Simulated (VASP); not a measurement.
# CsW (F-43m) in VASP: further runs, part 2 of 2

VASP 6.6.1. Earlier steps stand in the parts before.

**3. Single point, PBE**

This run uses another cell than the first one, of 31.39 Å³/atom.

The input, INCAR:

```
SYSTEM = CsW
ALGO = Normal ; EDIFF = 1E-6
ENCUT = 500 ; GGA = PE
GGA_COMPAT = .False. ; ISIF = 2
ISMEAR = 0 ; LASPH = .True.
LCHARG = .False. ; LREAL = .False.
LWAVE = .False. ; NBANDS = 18
NELM = 120 ; PREC = Accurate
SIGMA = 0.1
```

The input, KPOINTS:

```
k-points
0
Gamma
  12 12 12
  0 0 0
```

The input, POSCAR:

```
CsW
1.0
    0.0000000000      3.1544410999      3.1544410999
    3.1544410999      0.0000000000      3.1544410999
    3.1544410999      3.1544410999      0.0000000000
Cs W
1 1
Direct
    0.0000000000      0.0000000000      0.0000000000
    0.7500000000      0.7500000000      0.7500000000
```

Potentials or basis: VASP PAW PBE potentials, release 64 (Cs_sv, W_sv).

Started as:

```bash
> cat potpaw_PBE.64/Cs_sv/POTCAR potpaw_PBE.64/W_sv/POTCAR > POTCAR
> mpirun -np 1 vasp_std > vasp.out
```

OUTCAR:

```text
SYSTEM = CsW
   EDIFF = 1E-6
   ENCUT = 500
   GGA = PE
   ISIF = 2
   ISMEAR = 0
   LASPH = .True.
   LREAL = .False.
   NELM = 120
   PREC = Accurate

 ion  position               nearest neighbor table
   1  0.000  0.000  0.000-   2 2.73   2 2.73   2 2.73   2 2.73
   2  0.750  0.750  0.750-   1 2.73   1 2.73   1 2.73   1 2.73

  LATTYP: Found a face centered cubic cell.
 ALAT       =     6.3088821998

  Lattice vectors:

 A1 = (   0.0000000000,   3.1544410999,   3.1544410999)
 A2 = (   3.1544410999,   0.0000000000,   3.1544410999)
 A3 = (   3.1544410999,   3.1544410999,   0.0000000000)

Analysis of symmetry for initial positions (statically):
=====================================================================
 Subroutine PRICEL returns:
 Original cell was already a primitive cell.

 Routine SETGRP: Setting up the symmetry group for a
 face centered cubic supercell.

 Subroutine GETGRP returns: Found 24 space group operations
 (whereof 24 operations were pure point group operations)
 out of a pool of 48 trial point group operations.

The static configuration has the point symmetry T_d .

Analysis of symmetry for dynamics (positions and initial velocities):
=====================================================================
 Subroutine PRICEL returns:
 Original cell was already a primitive cell.

 Routine SETGRP: Setting up the symmetry group for a
 face centered cubic supercell.

 Subroutine GETGRP returns: Found 24 space group operations
 (whereof 24 operations were pure point group operations)
 out of a pool of 48 trial point group operations.

The dynamic configuration has the point symmetry T_d .

 Subroutine INISYM returns: Found 24 space group operations
 (whereof 24 operations are pure point group operations),
 and found     1 'primitive' translations

----------------------------------------------------------------------------------------

                                     Primitive cell

  volume of cell :      62.7765

  direct lattice vectors                    reciprocal lattice vectors
     0.000000000  3.154441100  3.154441100    -0.158506684  0.158506684  0.158506684
     3.154441100  0.000000000  3.154441100     0.158506684 -0.158506684  0.158506684
     3.154441100  3.154441100  0.000000000     0.158506684  0.158506684 -0.158506684

  length of vectors
     4.461053385  4.461053385  4.461053385     0.274541631  0.274541631  0.274541631

  position of ions in fractional coordinates (direct lattice)
     0.000000000  0.000000000  0.000000000
     0.750000000  0.750000000  0.750000000

  ion indices of the primitive-cell ions
   primitive index   ion index
                 1           1
                 2           2

----------------------------------------------------------------------------------------

 KPOINTS: k-points

Automatic generation of k-mesh.
 Grid dimensions read from file:
 generate k-points for:   12   12   12

 Generating k-lattice:

  Cartesian coordinates                     Fractional coordinates (reciprocal lattice)
    -0.013208890  0.013208890  0.013208890     0.083333333  0.000000000  0.000000000
     0.013208890 -0.013208890  0.013208890     0.000000000  0.083333333  0.000000000
     0.013208890  0.013208890 -0.013208890     0.000000000  0.000000000  0.083333333

  Length of vectors
     0.022878469  0.022878469  0.022878469

  Shift w.r.t. Gamma in fractional coordinates (k-lattice)
     0.000000000  0.000000000  0.000000000

 Subroutine IBZKPT returns following result:
 ===========================================

 Found     72 irreducible k-points:

 Following reciprocal coordinates:
            Coordinates               Weight
  0.000000  0.000000  0.000000      1.000000
  0.083333  0.000000  0.000000      8.000000
  0.166667  0.000000  0.000000      8.000000
  0.250000  0.000000  0.000000      8.000000
  0.333333  0.000000  0.000000      8.000000
  0.416667  0.000000  0.000000      8.000000
[... 16 lines left out ...]
  0.500000  0.166667  0.000000     24.000000
 -0.416667  0.166667  0.000000     24.000000
 [... further k-points ...]
   k-points           NKPTS =     72   k-points in BZ     NKDIM =     72   number of bands    NBANDS=     18
   number of dos      NEDOS =    301   number of ions     NIONS =      2
   total plane-waves  NPLWV =  46656
   dimension x,y,z NGX =    36 NGY =   36 NGZ =   36
   dimension x,y,z NGXF=    72 NGYF=   72 NGZF=   72
   ions per type =               1   1
   NGX,Y,Z   is equivalent  to a cutoff of  13.42, 13.42, 13.42 a.u.
   NGXF,Y,Z  is equivalent  to a cutoff of  26.83, 26.83, 26.83 a.u.
 SYSTEM =  CsW
   PREC   = accura    normal or accurate (medium, high low for compatibility)
   ISTART =      0    job   : 0-new  1-cont  2-samecut
   ICHARG =      2    charge: 1-file 2-atom 10-const
   ISPIN  =      1    spin polarized calculation?
   LNONCOLLINEAR =      F non collinear calculations
   LSORBIT =      F    spin-orbit coupling
   LASPH  =      T    aspherical Exc in radial PAW
   ENCUT  =  500.0 eV  36.75 Ry    6.06 a.u.   8.13  8.13  8.13*2*pi/ulx,y,z
   NELM   =    120;   NELMIN=  2; NELMDL= -5     # of ELM steps
   EDIFF  = 0.1E-05   stopping-criterion for ELM
   LREAL  =      F    real-space projection
   EDIFFG = 0.1E-04   stopping-criterion for IOM
   NSW    =      0    number of steps for IOM
   IBRION =     -1    ionic relax: 0-MD 1-quasi-New 2-CG
   NFREE  =      0    steps in history (QN), initial steepest desc. (CG)
   ISIF   =      2    stress and relaxation
   ISYM   =      2    0-nonsym 1-usesym 2-fastsym
   POTIM  = 0.5000    time-step for ionic-motion
   TEBEG  =    0.0;   TEEND  =   0.0 temperature during run
   PSTRESS=    0.0 pullay stress
   NELECT =      23.0000    total number of electrons
   NUPDOWN=      -1.0000    fix difference up-down
   EMIN   =  10.00;   EMAX   =-10.00  energy-range for DOS
   EFERMI =   0.00;   METHOD = LEGACY
   ISMEAR =     0;   SIGMA  =   0.10  broadening in eV -4-tet -1-fermi 0-gaus
   EFERMI_NEDOS =   21; number of points for ismear=-14 and -15
   IALGO  =     38    algorithm
   IMIX   =      4    mixing-type and parameters
     AMIX     =   0.40;   BMIX     =  1.00
     AMIX_MAG =   1.60;   BMIX_MAG =  1.00
  volume/ion in A,a.u.               =      31.39       211.82
  Fermi-wavevector in a.u.,A,eV,Ry     =   1.171435  2.213692 18.670744  1.372261
  Thomas-Fermi vector in A             =   2.307879
   LORBIT       =      0    0 simple, 1 ext, 2 COOP (PROOUT), +10 PAW based schemes
   GGA     = PE    functional components
   LHFCALC =     F    Hartree Fock is set to
   AEXX    =    0.0000 exact exchange contribution
   IVDW    =     0    specifies the selected vdW correction
   LEPSILON=     F    determine dielectric tensor
   LRPA    =     F    only Hartree local field effects (RPA)
 non-spin polarized calculation
 Gauss-broadening in eV      SIGMA  =   0.10
  energy-cutoff  :      500.00
  volume of cell :       62.78
 maximum number of plane-waves:      1639
 NGX is ok and might be reduce to    36
   NGX = 17   NGY = 17   NGZ = 17

 number of electron      23.0000001 magnetization

 Free energy of the ion-electron system (eV)
  ---------------------------------------------------
  ext. energy  EPLUGINS =         0.00000000
  ---------------------------------------------------
  free energy    TOTEN  =        -4.96594274 eV

  energy without entropy =       -4.94578906  energy(sigma->0) =       -4.95586590

 E-fermi :   4.2837     XC(G=0):  -9.7902

 val. band max:        4.2835764010   @ k =   0.2500   0.0000   0.0000
 cond. band min:       4.2872066665   @ k =  -0.2500   0.5000   0.2500
 fundamental gap:      0.0036302656
 Fermi energy:         4.2837295168

 k-point     1 :       0.0000    0.0000    0.0000
  band No.  band energies     occupation
      1     -69.7093      2.00000
      2     -34.0144      2.00000
      3     -34.0144      2.00000
      4     -34.0144      2.00000
      5     -18.7172      2.00000
      6      -5.7278      2.00000
[... 10 lines left out ...]
     17       7.5978      0.00000
     18      11.9246      0.00000
[... 463 lines left out ...]
 k-point    24 :      -0.4167    0.1667    0.0000
  band No.  band energies     occupation
      1     -69.7092      2.00000
      2     -34.0292      2.00000
      3     -34.0183      2.00000
      4     -34.0167      2.00000
      5     -18.5475      2.00000
      6      -6.2791      2.00000
[... 10 lines left out ...]
     17       8.8032      0.00000
     18      11.4066      0.00000

 [... further k-points ...]

------------------------ aborting loop because EDIFF is reached ----------------------------------------

  FORCE on cell =-STRESS in cart. coord.  units (eV):
  Direction    XX          YY          ZZ          XY          YZ          ZX
  --------------------------------------------------------------------------------------
  -------------------------------------------------------------------------------------
  Total        0.6821012      0.6821012      0.6821012     -0.0000000     -0.0000000      0.0000000
  in kB       17.4085305     17.4085305     17.4085305     -0.0000000     -0.0000000      0.0000000
  external PRESSURE =      17.4085305 kB  Pullay stress =       0.0000000 kB

 VOLUME and BASIS-vectors are now :
 -----------------------------------------------------------------------------
  energy-cutoff  :      500.00
  volume of cell :       62.78
      direct lattice vectors                 reciprocal lattice vectors
     0.000000000  3.154441100  3.154441100    -0.158506684  0.158506684  0.158506684
     3.154441100  0.000000000  3.154441100     0.158506684 -0.158506684  0.158506684
     3.154441100  3.154441100  0.000000000     0.158506684  0.158506684 -0.158506684

 POSITION                                       TOTAL-FORCE (eV/Angst)
 -----------------------------------------------------------------------------------
      0.00000      0.00000      0.00000         0.000000     -0.000000     -0.000000
      4.73166      4.73166      4.73166        -0.000000      0.000000      0.000000
 -----------------------------------------------------------------------------------
    total drift:                               -0.000000     -0.000000     -0.000000

  FREE ENERGIE OF THE ION-ELECTRON SYSTEM (eV)
  ---------------------------------------------------
  free  energy   TOTEN  =        -4.9659427361 eV

  energy  without entropy=       -4.9457890580  energy(sigma->0) =       -4.95586590
```

OSZICAR:

```text
N       E                     dE             d eps       ncg     rms          rms(c)
DAV:   1     0.171240661561E+03    0.17124E+03   -0.13087E+04  2928   0.117E+03
DAV:   2     0.286169787711E+01   -0.16838E+03   -0.16488E+03  3104   0.308E+02
DAV:   3    -0.516255170750E+01   -0.80242E+01   -0.78831E+01  3120   0.606E+01
DAV:   4    -0.527828268501E+01   -0.11573E+00   -0.11546E+00  3002   0.757E+00
DAV:   5    -0.527934480566E+01   -0.10621E-02   -0.10620E-02  3044   0.842E-01    0.949E+00
DAV:   6    -0.502605257333E+01    0.25329E+00   -0.28917E-01  2774   0.333E+00    0.470E+00
DAV:   7    -0.496695648423E+01    0.59096E-01   -0.19418E-01  2740   0.260E+00    0.651E-01
DAV:   8    -0.496613472518E+01    0.82176E-03   -0.52299E-03  2874   0.475E-01    0.280E-01
DAV:   9    -0.496595913061E+01    0.17559E-03   -0.20407E-03  2864   0.273E-01    0.781E-02
DAV:  10    -0.496593242209E+01    0.26709E-04   -0.42660E-05  2916   0.462E-02    0.227E-02
DAV:  11    -0.496594244224E+01   -0.10020E-04   -0.17389E-05  2772   0.265E-02    0.565E-03
DAV:  12    -0.496594273615E+01   -0.29390E-06   -0.54648E-07  2204   0.503E-03
   1 F= -.49659427E+01 E0= -.49558659E+01  d E =-.201537E-01
```

stdout:

```text
POSCAR found type information on POSCAR CsW
 POSCAR found :  2 types and       2 ions
 scaLAPACK will be used
 LDA part: xc-table for (Slater+PW92), standard interpolation
 POSCAR, INCAR and KPOINTS ok, starting setup
 FFT: planning ... GRIDC
 FFT: planning ... GRID_SOFT
 FFT: planning ... GRID
 WAVECAR not read
 entering main loop
```

Run time: 96 s. Hardware: 1 thread of Oxide Virtual Turin-like, shared host; peak memory 0.22 GiB.

Results:

| Quantity | Value |
| --- | --- |
| Free energy | -4.9659 eV |
| Pressure | 1.7 GPa |
| Band gap on the k mesh | zero (an odd number of electrons rules out a gap without spin polarisation) |

Caveat: spin-orbit coupling is left out, which moves the levels of the heavy elements.

**4. Single point, PBE**

This run uses another cell than the first one, of 31.31 Å³/atom.

The input, INCAR:

```
SYSTEM = CsW
PREC = Accurate
ENCUT = 500
EDIFF = 1E-6
ISMEAR = 0
SIGMA = 0.1
LREAL = .False.
LASPH = .True.
NELM = 120
ALGO = Normal
ISIF = 2
LWAVE = .False.
LCHARG = .False.
GGA = PE
NBANDS = 18
GGA_COMPAT = .False.
```

The input, KPOINTS:

```
regular mesh
0
Gamma
  16 16 16
  0 0 0
```

The input, POSCAR:

```
CsW
1.0
    0.0000000000      3.1517694658      3.1517694658
    3.1517694658      0.0000000000      3.1517694658
    3.1517694658      3.1517694658      0.0000000000
Cs W
1 1
Direct
    0.0000000000      0.0000000000      0.0000000000
    0.7500000000      0.7500000000      0.7500000000
```

Started as:

```bash
> cat potpaw_PBE.64/Cs_sv/POTCAR potpaw_PBE.64/W_sv/POTCAR > POTCAR
> mpirun -np 1 vasp_std > vasp.out
```

Wall time 2.9 min (1 thread of Oxide Virtual Turin-like, shared host); peak memory 0.28 GiB.

It converged, with:

| Item | Value |
| --- | --- |
| Free energy | -4.9626 eV |
| Pressure | 1.8 GPa |
| Band gap on the k mesh | zero (an odd number of electrons rules out a gap without spin polarisation) |

Levels at points of the mesh, in eV from the Fermi level:
| k point | band 8 | band 9 | band 10 | band 11 | band 12 | band 13 | band 14 | band 15 |
| --- | --- | --- | --- | --- | --- | --- | --- | --- |
| (0.00, 0.00, 0.00) | -10.02 | -2.67 | -1.16 | -1.16 | 1.02 | 1.02 | 1.02 | 3.32 |
| (0.50, 0.00, 0.00) | -9.95 | -1.22 | -0.96 | -0.96 | -0.33 | 0.05 | 0.05 | 3.39 |
| (0.50, 0.50, 0.00) | -9.92 | -2.03 | -1.79 | -0.32 | -0.32 | -0.22 | 2.15 | 2.59 |

Caveat: spin-orbit coupling is left out, which moves the levels of the heavy elements.

**5. The runs side by side**

| cell | k mesh | gap on the mesh (eV) | pressure (GPa) |
| --- | --- | --- | --- |
| a = 6.343 Å, angles 60.0°, 2 atoms | 4 × 4 × 4 | none | -0.7 |
| a = 4.461 Å, angles 60.0°, 2 atoms | 12 × 12 × 12 | none | 1.7 |
| a = 4.457 Å, angles 60.0°, 2 atoms | 16 × 16 × 16 | none | 1.8 |

Alike in all rows: task single point; level PBE; potentials or basis VASP PAW PBE potentials, release 64 (Cs_sv, W_sv); no spin polarisation; cutoff (eV) 500; smearing gaussian 0.1 eV.

Caveats: spin-orbit coupling is left out, which moves the levels of the heavy elements.

Absolute energies hang on the potentials; compare differences alone.

The gap in the log of VASP goes by the Fermi energy; the results here count the filled bands.